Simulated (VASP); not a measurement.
# CuAu (P4/mmm) in VASP: further runs

Runs on CuAu. Level: LDA. Tasks: single point.

Everything below comes from runs of VASP 6.6.1. Logs are shortened: lines on timing, memory, paths and dates and some standing lists are left out, and cuts for length are marked.

### Step 1. The cell of the first run

It takes space group P4/mmm (No. 123, tetragonal). The conventional cell has a = 2.811 Å, b = 2.811 Å, c = 3.685 Å, α = 90.00°, β = 90.00°, γ = 90.00°. Cu (site symmetry 4/mmm) has 8 Au at 2.71 Å and 4 Cu at 2.81 Å within 3.6 Å. Within 3.6 Å of Au (site symmetry 4/mmm) lie 8 Cu at 2.71 Å and 4 Au at 2.81 Å.

### Step 2. Single point, LDA

File INCAR:

```
  ALGO = Normal
  EDIFF = 1E-6
  ENCUT = 520
  ISIF = 2
  ISMEAR = -1
  LASPH = True
  LCHARG = False
  LREAL = False
  LWAVE = False
  NBANDS = 18
  NELM = 100
  PREC = Accurate
  SIGMA = 0.1
```

File KPOINTS:

```
k-points
0
Gamma
  3 3 2
```

File POSCAR:

```
CuAu
1.0
    2.8107494600      0.0000000000      0.0000000000
    0.0000000000      2.8107494600      0.0000000000
    0.0000000000      0.0000000000      3.6850000000
Cu Au
1 1
Direct
    0.5000000000      0.5000000000      0.5000000000
    0.0000000000      0.0000000000      0.0000000000
```

Potentials or basis: VASP PAW LDA potentials, release 64 (Cu, Au).

Command:

```
$ cat potpaw_LDA.64/Cu/POTCAR potpaw_LDA.64/Au/POTCAR > POTCAR
$ mpirun -np 1 vasp_std > vasp.out
```

OUTCAR:

```text
EDIFF = 1E-6
   ENCUT = 520
   ISIF = 2
   ISMEAR = -1
   LASPH = True
   LREAL = False
   NELM = 100
   PREC = Accurate

 ion  position               nearest neighbor table
   1  0.500  0.500  0.500-   2 2.71   2 2.71   2 2.71   2 2.71   2 2.71   2 2.71   2 2.71   2 2.71

   2  0.000  0.000  0.000-   1 2.71   1 2.71   1 2.71   1 2.71   1 2.71   1 2.71   1 2.71   1 2.71

  LATTYP: Found a simple tetragonal cell.
 ALAT       =     2.8107494600
 C/A-ratio  =     1.3110382311

  Lattice vectors:

 A1 = (   2.8107494600,   0.0000000000,   0.0000000000)
 A2 = (   0.0000000000,   2.8107494600,   0.0000000000)
 A3 = (   0.0000000000,   0.0000000000,   3.6850000000)

Analysis of symmetry for initial positions (statically):
=====================================================================
 Subroutine PRICEL returns:
 Original cell was already a primitive cell.

 Routine SETGRP: Setting up the symmetry group for a
 simple tetragonal supercell.

 Subroutine GETGRP returns: Found 16 space group operations
 (whereof 16 operations were pure point group operations)
 out of a pool of 16 trial point group operations.

The static configuration has the point symmetry D_4h.

Analysis of symmetry for dynamics (positions and initial velocities):
=====================================================================
 Subroutine PRICEL returns:
 Original cell was already a primitive cell.

 Routine SETGRP: Setting up the symmetry group for a
 simple tetragonal supercell.

 Subroutine GETGRP returns: Found 16 space group operations
 (whereof 16 operations were pure point group operations)
 out of a pool of 16 trial point group operations.

The dynamic configuration has the point symmetry D_4h.

 Subroutine INISYM returns: Found 16 space group operations
 (whereof 16 operations are pure point group operations),
 and found     1 'primitive' translations

----------------------------------------------------------------------------------------

                                     Primitive cell

  volume of cell :      29.1127

  direct lattice vectors                    reciprocal lattice vectors
     2.810749460  0.000000000  0.000000000     0.355776996  0.000000000  0.000000000
     0.000000000  2.810749460  0.000000000     0.000000000  0.355776996  0.000000000
     0.000000000  0.000000000  3.685000000     0.000000000  0.000000000  0.271370421

  length of vectors
     2.810749460  2.810749460  3.685000000     0.355776996  0.355776996  0.271370421

  position of ions in fractional coordinates (direct lattice)
[... 59 lines left out ...]
   NELM   =    100;   NELMIN=  2; NELMDL= -5     # of ELM steps
   EDIFF  = 0.1E-05   stopping-criterion for ELM
   LREAL  =      F    real-space projection
   EDIFFG = 0.1E-04   stopping-criterion for IOM
   NSW    =      0    number of steps for IOM
   IBRION =     -1    ionic relax: 0-MD 1-quasi-New 2-CG
   NFREE  =      0    steps in history (QN), initial steepest desc. (CG)
   ISIF   =      2    stress and relaxation
   ISYM   =      2    0-nonsym 1-usesym 2-fastsym
   POTIM  = 0.5000    time-step for ionic-motion
   TEBEG  =    0.0;   TEEND  =   0.0 temperature during run
   PSTRESS=    0.0 pullay stress
   NELECT =      22.0000    total number of electrons
   NUPDOWN=      -1.0000    fix difference up-down
   EMIN   =  10.00;   EMAX   =-10.00  energy-range for DOS
   EFERMI =   0.00;   METHOD = LEGACY
   ISMEAR =    -1;   SIGMA  =   0.10  broadening in eV -4-tet -1-fermi 0-gaus
   EFERMI_NEDOS =   21; number of points for ismear=-14 and -15
   IALGO  =     38    algorithm
   IMIX   =      4    mixing-type and parameters
     AMIX     =   0.40;   BMIX     =  1.00
     AMIX_MAG =   1.60;   BMIX_MAG =  1.00
  volume/ion in A,a.u.               =      14.56        98.23
  Fermi-wavevector in a.u.,A,eV,Ry     =   1.491152  2.817868 30.253005  2.223533
  Thomas-Fermi vector in A             =   2.603843
   LORBIT       =      0    0 simple, 1 ext, 2 COOP (PROOUT), +10 PAW based schemes
   GGA     = CA    functional components
   LHFCALC =     F    Hartree Fock is set to
   AEXX    =    0.0000 exact exchange contribution
   IVDW    =     0    specifies the selected vdW correction
   LEPSILON=     F    determine dielectric tensor
   LRPA    =     F    only Hartree local field effects (RPA)
 non-spin polarized calculation
  energy-cutoff  :      520.00
  volume of cell :       29.11
 maximum number of plane-waves:       798
 NGX is ok and might be reduce to    24
   NGX = 11   NGY = 11   NGZ = 13

 number of electron      22.0000010 magnetization

 Free energy of the ion-electron system (eV)
  ---------------------------------------------------
  ext. energy  EPLUGINS =         0.00000000
  ---------------------------------------------------
  free energy    TOTEN  =        -9.64204990 eV

  energy without entropy =       -9.60522178  energy(sigma->0) =       -9.62363584

 E-fermi :   7.2643     XC(G=0): -12.9759

 val. band max:        7.1080587786   @ k =   0.3333   0.0000   0.5000
 cond. band min:       9.1468749151   @ k =   0.3333   0.3333   0.5000
 fundamental gap:      2.0388161365
 Fermi energy:         7.2643356795

 k-point     1 :       0.0000    0.0000    0.0000
  band No.  band energies     occupation
      1      -1.2793      2.00000
      2       1.9546      2.00000
      3       2.1097      2.00000
      4       4.4398      2.00000
      5       4.4398      2.00000
      6       5.4517      2.00000
[... 103 lines left out ...]
      5       4.4357      2.00000
      6       5.0515      2.00000
[... 10 lines left out ...]
     17      21.6761      0.00000
     18      23.6667      0.00000

------------------------ aborting loop because EDIFF is reached ----------------------------------------

  FORCE on cell =-STRESS in cart. coord.  units (eV):
  Direction    XX          YY          ZZ          XY          YZ          ZX
  --------------------------------------------------------------------------------------
  -------------------------------------------------------------------------------------
  Total       -2.1238117     -2.1238117     -1.5960344      0.0000000     -0.0000000      0.0000000
  in kB     -116.8812428   -116.8812428    -87.8357008      0.0000000     -0.0000000      0.0000000
  external PRESSURE =    -107.1993955 kB  Pullay stress =       0.0000000 kB

 VOLUME and BASIS-vectors are now :
 -----------------------------------------------------------------------------
  energy-cutoff  :      520.00
  volume of cell :       29.11
      direct lattice vectors                 reciprocal lattice vectors
     2.810749460  0.000000000  0.000000000     0.355776996  0.000000000  0.000000000
     0.000000000  2.810749460  0.000000000     0.000000000  0.355776996  0.000000000
     0.000000000  0.000000000  3.685000000     0.000000000  0.000000000  0.271370421

 POSITION                                       TOTAL-FORCE (eV/Angst)
 -----------------------------------------------------------------------------------
      1.40537      1.40537      1.84250         0.000000      0.000000      0.000000
      0.00000      0.00000      0.00000         0.000000      0.000000      0.000000
 -----------------------------------------------------------------------------------
    total drift:                                0.000000      0.000000     -0.000000

  FREE ENERGIE OF THE ION-ELECTRON SYSTEM (eV)
  ---------------------------------------------------
  free  energy   TOTEN  =        -9.6420499021 eV

  energy  without entropy=       -9.6052217805  energy(sigma->0) =       -9.62363584
```

stdout:

```text
POSCAR found type information on POSCAR CuAu
 POSCAR found :  2 types and       2 ions
 scaLAPACK will be used
 LDA part: xc-table for (Slater(with rela. corr.)+CA(PZ))
 , standard interpolation
 POSCAR, INCAR and KPOINTS ok, starting setup
 FFT: planning ... GRIDC
 FFT: planning ... GRID_SOFT
 FFT: planning ... GRID
 WAVECAR not read
 entering main loop
```

Run time: 3.9 s. Hardware: 1 thread of AMD EPYC 7R43 (Zen 3), shared host; peak memory 0.1 GiB.

Results:

| Item | Value |
| --- | --- |
| Free energy | -9.6420 eV |
| Pressure | -10.7 GPa |
| Band gap on the k mesh | zero (band 11 reaches 9.15 eV, above the bottom of band 12 at 6.26 eV) |

Levels at points of the mesh, in eV from the Fermi level:
```csv
k point,band 8,band 9,band 10,band 11,band 12,band 13,band 14,band 15
"(0.00, 0.00, 0.00)",-1.10,-0.62,-0.40,-0.40,3.30,9.24,11.18,11.18
"(0.00, 0.00, 0.50)",-1.40,-1.37,-1.37,-1.37,-1.00,15.59,15.79,15.79
```

Caveat: the k points lie up to 0.85 Å⁻¹ apart; spin-orbit coupling is left out, which moves the levels of the heavy elements.

### Step 3. Single point, LDA

File INCAR:

```
PREC = Accurate
ENCUT = 520
EDIFF = 1E-7
ISMEAR = -1
SIGMA = 0.1
LREAL = False
LASPH = True
NELM = 60
ALGO = Normal
ISIF = 2
LWAVE = False
LCHARG = True
LELF = True
LVHAR = True
NBANDS = 18
```

File KPOINTS:

```
regular mesh
0
Gamma
  4 4 3
```

POSCAR is that of step 2.

Potentials or basis: VASP PAW LDA potentials, release 64 (Cu, Au).

Command:

```
$ cat potpaw_LDA.64/Cu/POTCAR potpaw_LDA.64/Au/POTCAR > POTCAR
$ mpirun -np 1 vasp_std > vasp.out
```

It took 7.9 s on 1 thread of AMD EPYC 7R43 (Zen 3), shared host; peak memory 0.09 GiB.

Results (log left out):

- Free energy: -9.0443 eV
- Pressure: -7.6 GPa
- Band gap on the k mesh: zero (band 11 reaches 12.28 eV, above the bottom of band 12 at 6.59 eV)

Stress tensor (GPa, compression positive):
```
 -5.70   0.00   0.00
  0.00  -5.70   0.00
  0.00   0.00 -11.36
```

Levels at points of the mesh, in eV from the Fermi level:
```tsv
k point	band 9	band 10	band 11	band 12	band 13	band 14
(0.00, 0.00, 0.00)	-1.71	-1.52	-1.52	2.07	8.01	9.96
(0.50, 0.00, 0.00)	-2.42	-2.26	-0.88	-0.15	9.39	9.48
(0.50, 0.50, 0.00)	-1.42	-1.42	0.66	0.66	5.14	6.80
```

Caveat: the k points lie up to 0.57 Å⁻¹ apart; spin-orbit coupling is left out, which moves the levels of the heavy elements.

### Step 4. Single point, LDA

File INCAR:

```
SYSTEM = CuAu
PREC     = Accurate       ! precision mode
ENCUT    = 520            ! plane-wave cutoff, eV
EDIFF    = 1E-7           ! SCF threshold, eV
ISMEAR   = -1             ! smearing method
SIGMA    = 0.1            ! smearing width, eV
LREAL    = .FALSE.        ! projectors in reciprocal space
LASPH    = .TRUE.         ! aspherical terms in the spheres
NELM     = 80             ! most SCF steps
ALGO     = Normal         ! electronic algorithm
ISIF     = 2              ! what is computed and relaxed
LWAVE    = .FALSE.        ! write WAVECAR
LCHARG   = .FALSE.        ! write CHGCAR
NBANDS   = 18             ! bands
```

File KPOINTS:

```
regular mesh
0
G
  5 5 4
  0 0 0
```

POSCAR is that of step 3.

Command:

```
$ cat potpaw_LDA.64/Cu/POTCAR potpaw_LDA.64/Au/POTCAR > POTCAR
$ mpirun -np 1 vasp_std > vasp.out
```

Wall time 8.9 s (1 thread of AMD EPYC 7R43 (Zen 3), shared host); peak memory 0.1 GiB.

It converged, with:

```
Free energy            : -9.3320 eV
Pressure               : -8.9 GPa
Band gap on the k mesh : zero (band 11 reaches 10.92 eV, above the bottom of band 12 at 6.46 eV)
```

Stress tensor (GPa, compression positive):
```
-8.69  0.00  0.00
 0.00 -8.69  0.00
 0.00  0.00 -9.46
```

Levels at points of the mesh, in eV from the Fermi level:
```
           k point  band 7  band 8  band 9  band 10  band 11  band 12  band 13  band 14  band 15  band 16
(0.00, 0.00, 0.00)   -3.19   -2.48   -2.03    -1.81    -1.81     1.77     7.70     9.65     9.65    16.48
(0.00, 0.00, 0.50)   -3.57   -2.99   -2.71    -2.70    -2.70    -2.35    14.09    14.26    14.26    14.78
```

Caveat: the k points lie up to 0.45 Å⁻¹ apart; spin-orbit coupling is left out, which moves the levels of the heavy elements.

### Step 5. Overview

```csv
k mesh,gap on the mesh (eV),pressure (GPa)
3 × 3 × 2,none,-10.7
4 × 4 × 3,none,-7.6
5 × 5 × 4,none,-8.9
```

Alike in all rows: task single point; level LDA; potentials or basis VASP PAW LDA potentials, release 64 (Cu, Au); no spin polarisation; cell as given; cutoff (eV) 520; smearing fermi-dirac 0.1 eV.

Caveats: all runs use coarse meshes; spin-orbit coupling is left out, which moves the levels of the heavy elements.

Total energies depend on the potentials used, so only differences within one code and one set of settings carry meaning.
